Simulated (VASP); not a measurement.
# BN (Qingsongite): single point with PBEsol

Crystal: BN (Qingsongite).

```
CELL_PARAMETERS angstrom
0.02173 1.82804 1.79967
1.85026 0.02504 1.79636
1.84290 1.81738 0.03239
ATOMIC_POSITIONS crystal
B 0.04360 0.95911 0.97106
N 0.23656 0.29018 0.23914
```

```yaml
Program: VASP 6.6.1
Task: single point
Functional: PBEsol
Potentials_or_basis: VASP PAW PBE potentials, release 64 (B, N)
Cutoff: 520 eV
k_mesh: 6 × 6 × 6
Occupations: gaussian, width 0.01 eV
Spin: no spin polarisation
Dipole_correction: no
Further_INCAR_settings: ALGO = Normal; EDIFF = 1e-07; NBANDS = 11
```

| Quantity | Value |
| --- | --- |
| Pressure | 12.1 GPa |
| Largest force | 5.633 eV/Å |
| Band gap on the k mesh | 2.49 eV, indirect (least direct gap 6.55 eV) |

Forces in eV/Å, atoms in the order of the input:
```
B    4.399 -2.664  2.299
N   -4.399  2.664 -2.299
```

Stress tensor (GPa, compression positive):
```
  1.59 -12.63   3.37
-12.63  12.62 -17.15
  3.37 -17.15  22.15
```

Levels at points of the mesh, in eV from the valence-band top:
| k point | band 2 | band 3 | band 4 | band 5 | band 6 | band 7 |
| --- | --- | --- | --- | --- | --- | --- |
| (0.00, 0.00, 0.00) | -3.21 | -0.74 | 0.00 | 6.55 | 7.04 | 9.12 |
| (0.50, 0.00, 0.00) | -11.58 | -4.44 | -2.10 | 6.09 | 9.11 | 12.38 |
| (0.00, 0.50, 0.00) | -12.23 | -3.60 | -2.06 | 8.46 | 8.91 | 11.78 |
| (0.50, 0.50, 0.00) | -10.05 | -6.02 | -5.92 | 2.49 | 6.81 | 16.64 |
| (0.00, 0.00, 0.50) | -11.94 | -4.40 | -1.57 | 7.02 | 7.88 | 12.88 |
| (0.50, 0.00, 0.50) | -10.28 | -6.05 | -5.50 | 2.70 | 7.29 | 16.74 |
| (0.00, 0.50, 0.50) | -10.27 | -6.54 | -5.45 | 3.48 | 8.21 | 15.56 |
| (0.50, 0.50, 0.50) | -11.68 | -4.43 | -1.65 | 6.37 | 9.73 | 12.41 |

Wall time 12 s on 1 thread of Intel(R) Xeon(R) Platinum 8259CL CPU @ 2.50GHz (Skylake/Cascade Lake) (shared host), peak memory 0.12 GiB.

Caveat: the k points lie up to 0.51 Å⁻¹ apart; the PAW data sets were made with another functional, which shifts forces and pressure a little. Expect the measured gap to be larger: semilocal functionals such as PBEsol lack the derivative discontinuity.
